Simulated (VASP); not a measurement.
# AlSi8O16 (a cell with a defect) in VASP: single point with PBE+D3(BJ)

Aim: the single point of AlSi8O16 (a cell with a defect) with PBE+D3(BJ).

Everything below comes from runs of VASP 6.6.1. Logs are shortened: lines on timing, memory, paths and dates and some standing lists are left out, and cuts for length are marked.

### 1 The cell of the first run

The cell holds a defect, 25 atoms: a = 7.000 Å, b = 7.000 Å, c = 6.876 Å, α = 90.00°, β = 90.00°, γ = 90.00°.

### 2 Single point, PBE+D3(BJ), collinear spin

Input file INCAR:

```
  PREC = Accurate
  ENCUT = 520
  EDIFF = 1E-6
  ISMEAR = 0
  SIGMA = 0.05
  LREAL = Auto
  LASPH = T
  NELM = 150
  ALGO = Normal
  ISIF = 2
  LWAVE = F
  LCHARG = F
  ISPIN = 2
  MAGMOM = 0 0 0 0 0 0 0 0 0 0 0 0 0 0 0 0 0 0 0 0 0 0 0 0 1
  LORBIT = 11
  GGA = PE
  IVDW = 12
  NBANDS = 88
```

Input file KPOINTS:

```
regular mesh
0
Gamma
  2 2 2
```

Input file POSCAR:

```
AlSi8O16
1.0
   -4.9501000000     -4.9501000000      0.0000000000
    4.9501000000     -4.9501000000      0.0000000000
    0.0000000000      0.0000000000      6.8760000000
Si O Al
8 16 1
Direct
    0.2270716154      0.4801247295      0.0036072386
   -0.0109033567      0.2018863138      0.2265473978
    0.8275486110      0.5098297231      0.4873759729
    0.0049148264      0.7944683161      0.7807006959
    0.6742793944      0.0028309496      0.0007010898
    0.4920659955      0.7125308120      0.2606976397
    0.2702669350     -0.0063550708      0.5067541599
    0.4898650522      0.3070643297      0.7172801614
    0.3493733865      0.5413077104      0.1956097689
    0.9756051811      0.3482532923      0.4166425834
    0.6727214923      0.4158915253      0.6288534794
    0.0662239607      0.6525347808      0.9647975580
    0.9567795654      0.6697207500      0.5896456867
    0.7064384982      0.6165020907      0.3082407104
    0.1431010774      0.2689756230      0.0514466741
    0.3417789410      0.4675243808      0.7988280886
    0.8000701031      0.0610947478      0.1889083049
    0.4163091445      0.8167985813      0.4547403754
    0.1746044746      0.9389994391      0.7177579512
    0.5550582966      0.1748405620      0.8998943397
    0.3983010393      0.1844486010      0.5424489889
    0.1238107319      0.0289877534      0.3305680816
    0.5111227899      0.8560061007      0.0772070130
    0.8148712609      0.9136045597      0.8366874387
    0.7751503636      0.4773622488      1.0354628909
```

Potentials or basis: VASP PAW PBE potentials, release 64 (Si, O, Al).

Run with:

```console
cat potpaw_PBE.64/Si/POTCAR potpaw_PBE.64/O/POTCAR potpaw_PBE.64/Al/POTCAR > POTCAR
mpirun -np 1 vasp_std > vasp.out
```

OUTCAR:

```text
PREC = Accurate
   ENCUT = 520
   EDIFF = 1E-6
   ISMEAR = 0
   LREAL = Auto
   LASPH = T
   NELM = 150
   ISIF = 2
   ISPIN = 2
   LORBIT = 11
   GGA = PE
   IVDW = 12
 IVDW          = 12

 ion  position               nearest neighbor table
   1  0.227  0.480  0.004-  16 1.62  15 1.62   9 1.63  12 1.67   8 2.95   2 2.99   6 3.04   4 3.10
                            25 3.17
   2  0.989  0.202  0.227-  10 1.66  17 1.67  15 1.68  22 1.69  25 2.77   1 2.99   3 3.02   5 3.03
                             7 3.12
   3  0.828  0.510  0.487-  11 1.60  13 1.60  10 1.61  14 1.67   2 3.02   4 3.10  25 3.14
   4  0.005  0.794  0.781-  13 1.61  24 1.62  19 1.62  12 1.67   7 2.99   3 3.10   1 3.10   5 3.13
                            25 3.25
   5  0.674  0.003  0.001-  17 1.62  20 1.62  24 1.62  23 1.62   6 2.99   2 3.03   4 3.13
   6  0.492  0.713  0.261-  18 1.61  23 1.62   9 1.62  14 1.68   5 2.99  25 3.01   7 3.02   1 3.04

   7  0.270  0.994  0.507-  22 1.61  21 1.63  19 1.64  18 1.64   4 2.99   6 3.02   8 3.05   2 3.12

   8  0.490  0.307  0.717-  11 1.61  21 1.61  20 1.63  16 1.63   1 2.95   7 3.05  25 3.19
   9  0.349  0.541  0.196-   6 1.62   1 1.63
  10  0.976  0.348  0.417-   3 1.61   2 1.66
  11  0.673  0.416  0.629-   3 1.60   8 1.61
  12  0.066  0.653  0.965-   4 1.67   1 1.67  25 2.43
  13  0.957  0.670  0.590-   3 1.60   4 1.61
  14  0.706  0.617  0.308-   3 1.67   6 1.68  25 2.17
  15  0.143  0.269  0.051-   1 1.62   2 1.68
  16  0.342  0.468  0.799-   1 1.62   8 1.63
  17  0.800  0.061  0.189-   5 1.62   2 1.67
  18  0.416  0.817  0.455-   6 1.61   7 1.64
  19  0.175  0.939  0.718-   4 1.62   7 1.64
  20  0.555  0.175  0.900-   5 1.62   8 1.63
  21  0.398  0.184  0.542-   8 1.61   7 1.63
  22  0.124  0.029  0.331-   7 1.61   2 1.69
  23  0.511  0.856  0.077-   6 1.62   5 1.62
  24  0.815  0.914  0.837-   4 1.62   5 1.62
  25  0.775  0.477  0.035-  14 2.17  12 2.43   2 2.77   6 3.01   3 3.14   1 3.17   8 3.19   4 3.25

  LATTYP: Found a simple tetragonal cell.
 ALAT       =     7.0004985551
 C/A-ratio  =     0.9822157588

  Lattice vectors:

 A1 = (  -4.9501000000,  -4.9501000000,   0.0000000000)
 A2 = (   4.9501000000,  -4.9501000000,   0.0000000000)
 A3 = (   0.0000000000,   0.0000000000,   6.8760000000)

Analysis of symmetry for initial positions (statically):
=====================================================================
 Subroutine PRICEL returns:
 Original cell was already a primitive cell.

 Routine SETGRP: Setting up the symmetry group for a
 simple tetragonal supercell.

 Subroutine GETGRP returns: Found  1 space group operations
 (whereof  1 operations were pure point group operations)
 out of a pool of 16 trial point group operations.

The static configuration has the point symmetry C_1 .

Analysis of symmetry for dynamics (positions and initial velocities):
=====================================================================
 Subroutine PRICEL returns:
 Original cell was already a primitive cell.

 Routine SETGRP: Setting up the symmetry group for a
 simple tetragonal supercell.

 Subroutine GETGRP returns: Found  1 space group operations
 (whereof  1 operations were pure point group operations)
 out of a pool of 16 trial point group operations.

The dynamic configuration has the point symmetry C_1 .

Analysis of structural, dynamic, and magnetic symmetry:
=====================================================================
 Subroutine PRICEL returns:
 Original cell was already a primitive cell.

 Routine SETGRP: Setting up the symmetry group for a
 simple tetragonal supercell.

 Subroutine GETGRP returns: Found  1 space group operations
 (whereof  1 operations were pure point group operations)
 out of a pool of 16 trial point group operations.

The overall configuration has the point symmetry C_1 .

 Subroutine INISYM returns: Found  1 space group operations
 (whereof  1 operations are pure point group operations),
 and found     1 'primitive' translations

----------------------------------------------------------------------------------------

                                     Primitive cell

  volume of cell :     336.9720

  direct lattice vectors                    reciprocal lattice vectors
    -4.950100000 -4.950100000  0.000000000    -0.101008060 -0.101008060  0.000000000
     4.950100000 -4.950100000  0.000000000     0.101008060 -0.101008060  0.000000000
     0.000000000  0.000000000  6.876000000     0.000000000  0.000000000  0.145433392

[... 102 lines left out ...]
 SYSTEM =  unknown system
   PREC   = accura    normal or accurate (medium, high low for compatibility)
   ISTART =      0    job   : 0-new  1-cont  2-samecut
   ICHARG =      2    charge: 1-file 2-atom 10-const
   ISPIN  =      2    spin polarized calculation?
   LNONCOLLINEAR =      F non collinear calculations
   LSORBIT =      F    spin-orbit coupling
   LASPH  =      T    aspherical Exc in radial PAW
   ENCUT  =  520.0 eV  38.22 Ry    6.18 a.u.  13.02 13.02 12.78*2*pi/ulx,y,z
   NELM   =    150;   NELMIN=  2; NELMDL= -5     # of ELM steps
   EDIFF  = 0.1E-05   stopping-criterion for ELM
   LREAL  =      T    real-space projection
   EDIFFG = 0.1E-04   stopping-criterion for IOM
   NSW    =      0    number of steps for IOM
   IBRION =     -1    ionic relax: 0-MD 1-quasi-New 2-CG
   NFREE  =      0    steps in history (QN), initial steepest desc. (CG)
   ISIF   =      2    stress and relaxation
   ISYM   =      2    0-nonsym 1-usesym 2-fastsym
   POTIM  = 0.5000    time-step for ionic-motion
   TEBEG  =    0.0;   TEEND  =   0.0 temperature during run
   PSTRESS=    0.0 pullay stress
   NELECT =     131.0000    total number of electrons
   NUPDOWN=      -1.0000    fix difference up-down
   EMIN   =  10.00;   EMAX   =-10.00  energy-range for DOS
   EFERMI =   0.00;   METHOD = LEGACY
   ISMEAR =     0;   SIGMA  =   0.05  broadening in eV -4-tet -1-fermi 0-gaus
   EFERMI_NEDOS =   21; number of points for ismear=-14 and -15
   IALGO  =     38    algorithm
   IMIX   =      4    mixing-type and parameters
     AMIX     =   0.40;   BMIX     =  1.00
     AMIX_MAG =   1.60;   BMIX_MAG =  1.00
  volume/ion in A,a.u.               =      13.48        90.96
  Fermi-wavevector in a.u.,A,eV,Ry     =   1.194815  2.257873 19.423444  1.427583
  Thomas-Fermi vector in A             =   2.330796
   LORBIT       =     11    0 simple, 1 ext, 2 COOP (PROOUT), +10 PAW based schemes
   GGA     = PE    functional components
   LHFCALC =     F    Hartree Fock is set to
   AEXX    =    0.0000 exact exchange contribution
   IVDW    =    12    specifies the selected vdW correction
   LEPSILON=     F    determine dielectric tensor
   LRPA    =     F    only Hartree local field effects (RPA)
 spin polarized calculation
 Gauss-broadening in eV      SIGMA  =   0.05
  energy-cutoff  :      520.00
  volume of cell :      336.97
 maximum number of plane-waves:      9120
 NGX is ok and might be reduce to    54
   NGX = 27   NGY = 27   NGZ = 25

 number of electron     130.9999992 magnetization       1.0000000

 Free energy of the ion-electron system (eV)
  ---------------------------------------------------
  ext. energy  EPLUGINS =         0.00000000
  ---------------------------------------------------
  free energy    TOTEN  =      -188.68551962 eV

  energy without entropy =     -188.68551962  energy(sigma->0) =     -188.68551962

 E-fermi :   5.6613     XC(G=0):  -8.9592

 val. band max:        5.4288533510   @ k =   0.0000   0.0000   0.0000
 cond. band min:       6.2379554651   @ k =   0.0000   0.5000   0.0000
 fundamental gap:      0.8091021142
 Fermi energy:         5.6613319064

 spin component 1

 k-point     1 :       0.0000    0.0000    0.0000
  band No.  band energies     occupation
      1     -18.6268      1.00000
      2     -17.9089      1.00000
      3     -17.7441      1.00000
      4     -17.7189      1.00000
      5     -17.6536      1.00000
      6     -17.4454      1.00000
[... 629 lines left out ...]
     76      10.0003      0.00000
     77      10.1282      0.00000
 Fermi energy:         5.6613319064

 spin component 2

 k-point     1 :       0.0000    0.0000    0.0000
  band No.  band energies     occupation
      1     -18.6100      1.00000
      2     -17.8961      1.00000
      3     -17.7256      1.00000
      4     -17.7120      1.00000
      5     -17.6337      1.00000
      6     -17.4412      1.00000
[... 629 lines left out ...]
     76      10.0829      0.00000
     77      10.1593      0.00000
 [bands above 77 left out]

------------------------ aborting loop because EDIFF is reached ----------------------------------------

 Edisp (eV)   -3.47505

 E8    (eV) :    -1.1949

  FORCE on cell =-STRESS in cart. coord.  units (eV):
  Direction    XX          YY          ZZ          XY          YZ          ZX
  --------------------------------------------------------------------------------------
  -------------------------------------------------------------------------------------
  Total       1.69105     8.05177     5.26951     0.25041    -1.66773     4.58744
  in kB       8.04030    38.28318    25.05457     1.19062    -7.92946    21.81157
  external pressure =       23.79 kB  Pullay stress =        0.00 kB

 VOLUME and BASIS-vectors are now :
 -----------------------------------------------------------------------------
  energy-cutoff  :      520.00
  volume of cell :      336.97
      direct lattice vectors                 reciprocal lattice vectors
    -4.950100000 -4.950100000  0.000000000    -0.101008060 -0.101008060  0.000000000
     4.950100000 -4.950100000  0.000000000     0.101008060 -0.101008060  0.000000000
     0.000000000  0.000000000  6.876000000     0.000000000  0.000000000  0.145433392

 POSITION                                       TOTAL-FORCE (eV/Angst)
 -----------------------------------------------------------------------------------
      1.25264     -3.50069      0.02480         0.013539     -0.018326      0.020207
     -3.89677     -5.89548      1.55774        -0.021502      0.020432      0.003026
     -1.57274     -6.62016      3.35120         0.029534     -0.027586     -0.014817
      3.90837     -3.95703      5.36810         0.019871     -0.018186     -0.013730
     -3.32374     -3.35176      0.00482         0.048630      0.016025     -0.030767
      1.09132     -5.96287      1.79256        -0.036380      0.008526      0.033754
[... 17 lines left out ...]
      0.48874     -8.55613      5.75306        -0.002135     -0.003181      0.019681
     -1.47408     -6.20006      0.24384        -0.000174     -0.001929      0.017369
 -----------------------------------------------------------------------------------
    total drift:                               -0.013297      0.000602     -0.003744

  FREE ENERGIE OF THE ION-ELECTRON SYSTEM (eV)
  ---------------------------------------------------
  free  energy   TOTEN  =      -192.1605728329 eV

  energy  without entropy=     -192.1605728329  energy(sigma->0) =     -192.16057283

 total charge

# of ion       s       p       d       tot
------------------------------------------
    1        0.646   0.975   0.000   1.621
    2        0.629   0.911   0.000   1.539
    3        0.646   1.000   0.000   1.647
    4        0.642   0.981   0.000   1.623
    5        0.645   0.997   0.000   1.642
    6        0.646   0.982   0.000   1.629
[... 17 lines left out ...]
   24        1.551   3.693   0.000   5.244
   25        0.608   0.205   0.000   0.814
--------------------------------------------------
tot         30.624  66.805   0.000  97.429

 magnetization (x)

# of ion       s       p       d       tot
------------------------------------------
    1       -0.000   0.001   0.000   0.001
    2        0.016   0.031   0.000   0.047
    3        0.000   0.002   0.000   0.002
    4       -0.000   0.000   0.000   0.000
    5       -0.000   0.001   0.000   0.001
    6       -0.000   0.000   0.000   0.000
[... 17 lines left out ...]
   24        0.001   0.008   0.000   0.009
   25        0.004   0.118   0.000   0.122
--------------------------------------------------
tot          0.043   0.317   0.000   0.360
```

It took 7.4 min on 1 thread of Intel Xeon 6975P-C (Granite Rapids), shared host; peak memory 0.66 GiB.

What came out:

* Free energy: -192.1606 eV
* Pressure: 2.4 GPa
* Largest force: 0.060 eV/Å
* Band gap on the k mesh: 0.81 eV
* Net moment: 1.00 μB per cell
* Site moments: Si +0.00, +0.05, -0.00 (each value once); O +0.01, +0.04, +0.00, +0.05, -0.00 (each value once); Al +0.12 μB
* Valence electrons inside the program's atomic spheres: Si 1.62, 1.54, 1.65, 1.64, 1.63 (each value once); O 5.23, 5.21, 5.27, 5.19, 5.26, 5.22, 5.25, 5.24 (each value once); Al 0.81
* Dispersion energy per atom: -0.139 eV

Forces in eV/Å, atoms in the order of the input:
```
Si   0.014 -0.018  0.020
Si  -0.022  0.020  0.003
Si   0.030 -0.028 -0.015
Si   0.020 -0.018 -0.014
Si   0.049  0.016 -0.031
Si  -0.036  0.009  0.034
Si  -0.007 -0.018  0.005
Si  -0.007 -0.015  0.002
O   -0.021 -0.007 -0.021
O   -0.028  0.012 -0.025
O    0.033  0.002  0.005
O   -0.014  0.013  0.003
O    0.004  0.005  0.028
O   -0.006  0.029  0.002
O   -0.005  0.021 -0.005
O   -0.011  0.003 -0.003
O    0.004 -0.014  0.007
O    0.021  0.003  0.008
O    0.008  0.002  0.008
O   -0.003 -0.016 -0.026
O   -0.016  0.010  0.000
O    0.010 -0.009 -0.009
O   -0.012  0.003 -0.012
O   -0.002 -0.003  0.020
Al   0.000 -0.002  0.017
```

Stress tensor (GPa, compression positive):
```
 0.80  0.12  2.18
 0.12  3.83 -0.79
 2.18 -0.79  2.51
```

Caveat: the k points lie up to 0.46 Å⁻¹ apart.
